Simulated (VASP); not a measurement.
# Ru2Rh (Fd-3m) in VASP: single point with PBE

Aim: the single point of Ru2Rh with PBE.

Program: VASP 6.6.1. These are calculated values, not measurements. Logs are shortened: lines on timing, memory, paths and dates and some standing lists are left out, and cuts for length are marked.

## 1. The cell of the first run

Symmetry: Fd-3m, No. 227, cubic system. The conventional cell has a = 7.085 Å, b = 7.085 Å, c = 7.085 Å, α = 90.00°, β = 90.00°, γ = 90.00°. Ru (site symmetry -3m) has 6 Ru at 2.50 Å and 6 Rh at 2.94 Å within 3.3 Å. Within 3.9 Å of Rh (site symmetry -43m) lie 12 Ru at 2.94 Å and 4 Rh at 3.07 Å.

## 2. Single point, PBE, collinear spin, ferromagnetic start

INCAR reads:

```
PREC = Accurate
ENCUT = 520
EDIFF = 1E-7
ISMEAR = 0
SIGMA = 0.1
LREAL = False
LASPH = True
NELM = 150
ALGO = Fast
ISIF = 2
LWAVE = False
LCHARG = False
ISPIN = 2
MAGMOM = 1 1 1 1 1 1
LORBIT = 11
LMAXMIX = 4
GGA = PE
NBANDS = 56
```

KPOINTS reads:

```
Automatic mesh
0
Gamma
  4 4 4
```

POSCAR reads:

```
Ru2Rh
1.0
    0.0000000000      3.5422543793      3.5422543793
    3.5422543793      0.0000000000      3.5422543793
    3.5422543793      3.5422543793      0.0000000000
Ru Rh
4 2
Direct
    0.6250000000      0.1250000000      0.6250000000
    0.6250000000      0.6250000000      0.1250000000
    0.1250000000      0.6250000000      0.6250000000
    0.6250000000      0.6250000000      0.6250000000
    0.2500000000      0.2500000000      0.2500000000
    0.0000000000      0.0000000000      0.0000000000
```

Potentials or basis: VASP PAW PBE potentials, release 64 (Ru_pv, Rh_pv).

Run with:

```sh
> cat potpaw_PBE.64/Ru_pv/POTCAR potpaw_PBE.64/Rh_pv/POTCAR > POTCAR
> mpirun -np 1 vasp_std > vasp.out
```

OUTCAR:

```text
PREC = Accurate
   ENCUT = 520
   EDIFF = 1E-7
   ISMEAR = 0
   LREAL = False
   LASPH = True
   NELM = 150
   ISIF = 2
   ISPIN = 2
   LORBIT = 11
   GGA = PE

 ion  position               nearest neighbor table
   1  0.625  0.125  0.625-   4 2.50   2 2.50   2 2.50   3 2.50   4 2.50   3 2.50   6 2.94   5 2.94
                             5 2.94   6 2.94   5 2.94   6 2.94
   2  0.625  0.625  0.125-   4 2.50   1 2.50   3 2.50   4 2.50   1 2.50   3 2.50   6 2.94   5 2.94
                             5 2.94   6 2.94   5 2.94   6 2.94
   3  0.125  0.625  0.625-   4 2.50   2 2.50   1 2.50   1 2.50   2 2.50   4 2.50   6 2.94   5 2.94
                             6 2.94   5 2.94   6 2.94   5 2.94
   4  0.625  0.625  0.625-   1 2.50   2 2.50   3 2.50   2 2.50   1 2.50   3 2.50   5 2.94   6 2.94
                             5 2.94   6 2.94   5 2.94   6 2.94
   5  0.250  0.250  0.250-   1 2.94   2 2.94   3 2.94   4 2.94   4 2.94   4 2.94   2 2.94   3 2.94
                             3 2.94   1 2.94   2 2.94   1 2.94   6 3.07   6 3.07   6 3.07   6 3.07
   6  0.000  0.000  0.000-   4 2.94   4 2.94   4 2.94   1 2.94   2 2.94   3 2.94   1 2.94   3 2.94
                             1 2.94   2 2.94   3 2.94   2 2.94   5 3.07   5 3.07   5 3.07   5 3.07

  LATTYP: Found a face centered cubic cell.
 ALAT       =     7.0845087586

  Lattice vectors:

 A1 = (   0.0000000000,   3.5422543793,   3.5422543793)
 A2 = (   3.5422543793,   0.0000000000,   3.5422543793)
 A3 = (   3.5422543793,   3.5422543793,   0.0000000000)

Analysis of symmetry for initial positions (statically):
=====================================================================
 Subroutine PRICEL returns:
 Original cell was already a primitive cell.

 Routine SETGRP: Setting up the symmetry group for a
 face centered cubic supercell.

 Subroutine GETGRP returns: Found 48 space group operations
 (whereof 24 operations were pure point group operations)
 out of a pool of 48 trial point group operations.

The static configuration has the point symmetry T_d .
 The point group associated with its full space group is O_h .

Analysis of symmetry for dynamics (positions and initial velocities):
=====================================================================
 Subroutine PRICEL returns:
 Original cell was already a primitive cell.

 Routine SETGRP: Setting up the symmetry group for a
 face centered cubic supercell.

 Subroutine GETGRP returns: Found 48 space group operations
 (whereof 24 operations were pure point group operations)
 out of a pool of 48 trial point group operations.

The dynamic configuration has the point symmetry T_d .
 The point group associated with its full space group is O_h .

Analysis of structural, dynamic, and magnetic symmetry:
=====================================================================
 Subroutine PRICEL returns:
 Original cell was already a primitive cell.

 Routine SETGRP: Setting up the symmetry group for a
 face centered cubic supercell.

 Subroutine GETGRP returns: Found 48 space group operations
 (whereof 24 operations were pure point group operations)
 out of a pool of 48 trial point group operations.

The overall configuration has the point symmetry T_d .
 The point group associated with its full space group is O_h .

 Subroutine INISYM returns: Found 48 space group operations
 (whereof 24 operations are pure point group operations),
 and found     1 'primitive' translations

----------------------------------------------------------------------------------------

                                     Primitive cell

  volume of cell :      88.8933

  direct lattice vectors                    reciprocal lattice vectors
     0.000000000  3.542254379  3.542254379    -0.141153047  0.141153047  0.141153047
     3.542254379  0.000000000  3.542254379     0.141153047 -0.141153047  0.141153047
     3.542254379  3.542254379  0.000000000     0.141153047  0.141153047 -0.141153047

  length of vectors
     5.009504185  5.009504185  5.009504185     0.244484250  0.244484250  0.244484250

  position of ions in fractional coordinates (direct lattice)
     0.625000000  0.125000000  0.625000000
     0.625000000  0.625000000  0.125000000
     0.125000000  0.625000000  0.625000000
     0.625000000  0.625000000  0.625000000
     0.250000000  0.250000000  0.250000000
     0.000000000  0.000000000  0.000000000

  ion indices of the primitive-cell ions
   primitive index   ion index
                 1           1
                 2           2
                 3           3
                 4           4
                 5           5
                 6           6

----------------------------------------------------------------------------------------

 KPOINTS: Automatic mesh

Automatic generation of k-mesh.
 Grid dimensions read from file:
 generate k-points for:    4    4    4

 Generating k-lattice:

  Cartesian coordinates                     Fractional coordinates (reciprocal lattice)
    -0.035288262  0.035288262  0.035288262     0.250000000  0.000000000  0.000000000
     0.035288262 -0.035288262  0.035288262     0.000000000  0.250000000  0.000000000
     0.035288262  0.035288262 -0.035288262     0.000000000  0.000000000  0.250000000

  Length of vectors
     0.061121062  0.061121062  0.061121062

  Shift w.r.t. Gamma in fractional coordinates (k-lattice)
     0.000000000  0.000000000  0.000000000

 Subroutine IBZKPT returns following result:
 ===========================================

 Found      8 irreducible k-points:

 Following reciprocal coordinates:
            Coordinates               Weight
  0.000000  0.000000  0.000000      1.000000
  0.250000  0.000000  0.000000      8.000000
  0.500000  0.000000  0.000000      4.000000
  0.250000  0.250000  0.000000      6.000000
  0.500000  0.250000  0.000000     24.000000
 -0.250000  0.250000  0.000000     12.000000
  0.500000  0.500000  0.000000      3.000000
 -0.250000  0.500000  0.250000      6.000000
   k-points           NKPTS =      8   k-points in BZ     NKDIM =      8   number of bands    NBANDS=     56
   number of dos      NEDOS =    301   number of ions     NIONS =      6
   total plane-waves  NPLWV =  64000
   dimension x,y,z NGX =    40 NGY =   40 NGZ =   40
   dimension x,y,z NGXF=    80 NGYF=   80 NGZF=   80
   ions per type =               4   2
   NGX,Y,Z   is equivalent  to a cutoff of  13.27, 13.27, 13.27 a.u.
   NGXF,Y,Z  is equivalent  to a cutoff of  26.55, 26.55, 26.55 a.u.
 SYSTEM =  unknown system
   PREC   = accura    normal or accurate (medium, high low for compatibility)
   ISTART =      0    job   : 0-new  1-cont  2-samecut
   ICHARG =      2    charge: 1-file 2-atom 10-const
   ISPIN  =      2    spin polarized calculation?
   LNONCOLLINEAR =      F non collinear calculations
   LSORBIT =      F    spin-orbit coupling
   LASPH  =      T    aspherical Exc in radial PAW
   ENCUT  =  520.0 eV  38.22 Ry    6.18 a.u.   9.31  9.31  9.31*2*pi/ulx,y,z
   NELM   =    150;   NELMIN=  2; NELMDL= -5     # of ELM steps
   EDIFF  = 0.1E-06   stopping-criterion for ELM
   LREAL  =      F    real-space projection
   EDIFFG = 0.1E-05   stopping-criterion for IOM
   NSW    =      0    number of steps for IOM
   IBRION =     -1    ionic relax: 0-MD 1-quasi-New 2-CG
   NFREE  =      0    steps in history (QN), initial steepest desc. (CG)
   ISIF   =      2    stress and relaxation
   ISYM   =      2    0-nonsym 1-usesym 2-fastsym
   POTIM  = 0.5000    time-step for ionic-motion
   TEBEG  =    0.0;   TEEND  =   0.0 temperature during run
   PSTRESS=    0.0 pullay stress
   NELECT =      86.0000    total number of electrons
   NUPDOWN=      -1.0000    fix difference up-down
   EMIN   =  10.00;   EMAX   =-10.00  energy-range for DOS
   EFERMI =   0.00;   METHOD = LEGACY
   ISMEAR =     0;   SIGMA  =   0.10  broadening in eV -4-tet -1-fermi 0-gaus
   EFERMI_NEDOS =   21; number of points for ismear=-14 and -15
   IALGO  =     68    algorithm
   IMIX   =      4    mixing-type and parameters
     AMIX     =   0.40;   BMIX     =  1.00
     AMIX_MAG =   1.60;   BMIX_MAG =  1.00
  volume/ion in A,a.u.               =      14.82        99.98
  Fermi-wavevector in a.u.,A,eV,Ry     =   1.619141  3.059732 35.669256  2.621616
  Thomas-Fermi vector in A             =   2.713290
   LORBIT       =     11    0 simple, 1 ext, 2 COOP (PROOUT), +10 PAW based schemes
   GGA     = PE    functional components
   LHFCALC =     F    Hartree Fock is set to
   AEXX    =    0.0000 exact exchange contribution
   IVDW    =     0    specifies the selected vdW correction
   LEPSILON=     F    determine dielectric tensor
   LRPA    =     F    only Hartree local field effects (RPA)
 spin polarized calculation
 RMM-DIIS sequential band-by-band and
 Gauss-broadening in eV      SIGMA  =   0.10
  energy-cutoff  :      520.00
  volume of cell :       88.89
 maximum number of plane-waves:      2421
 NGX is ok and might be reduce to    40
   NGX = 19   NGY = 19   NGZ = 19

 number of electron      85.9999992 magnetization       1.2767051

 Free energy of the ion-electron system (eV)
  ---------------------------------------------------
  ext. energy  EPLUGINS =         0.00000000
  ---------------------------------------------------
  free energy    TOTEN  =       -48.18322433 eV

  energy without entropy =      -48.12481734  energy(sigma->0) =      -48.15402084

 E-fermi :  11.2234     XC(G=0): -13.5119

 val. band max:       11.2040149970   @ k =   0.0000   0.0000   0.0000
 cond. band min:      11.2309926738   @ k =  -0.2500   0.2500   0.0000
 fundamental gap:      0.0269776768
 Fermi energy:        11.2234227895

 spin component 1

 k-point     1 :       0.0000    0.0000    0.0000
  band No.  band energies     occupation
      1     -35.0876      1.00000
      2     -35.0876      1.00000
      3     -35.0876      1.00000
      4     -35.0427      1.00000
      5     -35.0427      1.00000
      6     -35.0427      1.00000
[... 47 lines left out ...]
     54      18.5052      0.00000
     55      19.6535      0.00000

 k-point     2 :       0.2500    0.0000    0.0000
  band No.  band energies     occupation
      1     -35.0923      1.00000
      2     -35.0923      1.00000
      3     -35.0885      1.00000
      4     -35.0395      1.00000
      5     -35.0383      1.00000
      6     -35.0383      1.00000
[... 340 lines left out ...]
 k-point     8 :      -0.2500    0.5000    0.2500
  band No.  band energies     occupation
      1     -35.0992      1.00000
      2     -35.0992      1.00000
      3     -35.0653      1.00000
      4     -35.0653      1.00000
      5     -35.0288      1.00000
      6     -35.0288      1.00000
[... 47 lines left out ...]
     54      18.2248      0.00000
     55      20.1117      0.00000
 Fermi energy:        11.2234227895

 spin component 2

 k-point     1 :       0.0000    0.0000    0.0000
  band No.  band energies     occupation
      1     -35.0130      1.00000
      2     -35.0130      1.00000
      3     -35.0130      1.00000
      4     -34.9676      1.00000
      5     -34.9676      1.00000
      6     -34.9676      1.00000
[... 47 lines left out ...]
     54      18.5207      0.00000
     55      19.7346      0.00000

 k-point     2 :       0.2500    0.0000    0.0000
  band No.  band energies     occupation
      1     -35.0176      1.00000
      2     -35.0176      1.00000
      3     -35.0137      1.00000
      4     -34.9647      1.00000
      5     -34.9633      1.00000
      6     -34.9633      1.00000
[... 340 lines left out ...]
 k-point     8 :      -0.2500    0.5000    0.2500
  band No.  band energies     occupation
      1     -35.0245      1.00000
      2     -35.0245      1.00000
      3     -34.9904      1.00000
      4     -34.9904      1.00000
      5     -34.9540      1.00000
      6     -34.9540      1.00000
[... 47 lines left out ...]
     54      18.3096      0.00000
     55      20.1962      0.00000
 [bands above 55 left out]

------------------------ aborting loop because EDIFF is reached ----------------------------------------

  FORCE on cell =-STRESS in cart. coord.  units (eV):
  Direction    XX          YY          ZZ          XY          YZ          ZX
  --------------------------------------------------------------------------------------
  -------------------------------------------------------------------------------------
  Total        0.1585676      0.1585676      0.1585676     -0.0000000      0.0000000     -0.0000000
  in kB        2.8579580      2.8579580      2.8579580     -0.0000000      0.0000000     -0.0000000
  external PRESSURE =       2.8579580 kB  Pullay stress =       0.0000000 kB

 VOLUME and BASIS-vectors are now :
 -----------------------------------------------------------------------------
  energy-cutoff  :      520.00
  volume of cell :       88.89
      direct lattice vectors                 reciprocal lattice vectors
     0.000000000  3.542254379  3.542254379    -0.141153047  0.141153047  0.141153047
     3.542254379  0.000000000  3.542254379     0.141153047 -0.141153047  0.141153047
     3.542254379  3.542254379  0.000000000     0.141153047  0.141153047 -0.141153047

 POSITION                                       TOTAL-FORCE (eV/Angst)
 -----------------------------------------------------------------------------------
      2.65669      4.42782      2.65669         0.000000      0.000000      0.000000
      2.65669      2.65669      4.42782         0.000000      0.000000      0.000000
      4.42782      2.65669      2.65669         0.000000      0.000000      0.000000
      4.42782      4.42782      4.42782         0.000000      0.000000      0.000000
      1.77113      1.77113      1.77113         0.000000     -0.000000      0.000000
      0.00000      0.00000      0.00000        -0.000000      0.000000     -0.000000
 -----------------------------------------------------------------------------------
    total drift:                                0.000000      0.000000      0.000000

  FREE ENERGIE OF THE ION-ELECTRON SYSTEM (eV)
  ---------------------------------------------------
  free  energy   TOTEN  =       -48.1832243341 eV

  energy  without entropy=      -48.1248173417  energy(sigma->0) =      -48.15402084

 total charge

# of ion       s       p       d       tot
------------------------------------------
    1        0.412   6.291   6.000  12.703
    2        0.412   6.291   6.000  12.703
    3        0.412   6.291   6.000  12.703
    4        0.412   6.291   6.000  12.703
    5        0.314   6.208   7.028  13.550
    6        0.314   6.208   7.028  13.550
--------------------------------------------------
tot          2.274  37.582  38.057  77.913

 magnetization (x)

# of ion       s       p       d       tot
------------------------------------------
    1        0.001  -0.001   0.269   0.269
    2        0.001  -0.001   0.269   0.269
    3        0.001  -0.001   0.269   0.269
    4        0.001  -0.001   0.269   0.269
    5       -0.002  -0.002   0.091   0.087
    6       -0.002  -0.002   0.091   0.087
--------------------------------------------------
tot         -0.000  -0.006   1.258   1.252
```

Run time: 3.7 min. Hardware: 1 thread of Intel Xeon 6975P-C, shared host; peak memory 0.31 GiB.

What came out:

* Free energy: -48.1832 eV
* Pressure: 0.3 GPa
* Net moment: 1.28 μB per cell
* Site moments: Ru +0.27; Rh +0.09 μB
* Valence electrons inside the program's atomic spheres: Ru 12.70; Rh 13.55

Levels at points of the mesh, in eV from the Fermi level:
Spin up:
```csv
k point,band 41,band 42,band 43,band 44,band 45,band 46
"(0.00, 0.00, 0.00)",-0.33,0.42,0.42,0.42,0.83,0.83
"(0.50, 0.00, 0.00)",-1.02,-0.47,-0.46,-0.05,-0.05,0.28
"(0.50, 0.50, 0.00)",-0.82,-0.82,-0.31,-0.31,-0.04,-0.04
```
Spin down:
```csv
k point,band 40,band 41,band 42,band 43,band 44,band 45
"(0.00, 0.00, 0.00)",-0.02,-0.02,0.58,0.58,0.58,1.08
"(0.50, 0.00, 0.00)",-0.87,-0.87,-0.34,-0.15,0.21,0.21
"(0.50, 0.50, 0.00)",-0.79,-0.66,-0.66,-0.19,-0.19,0.08
```

Caveat: the k points lie up to 0.38 Å⁻¹ apart.
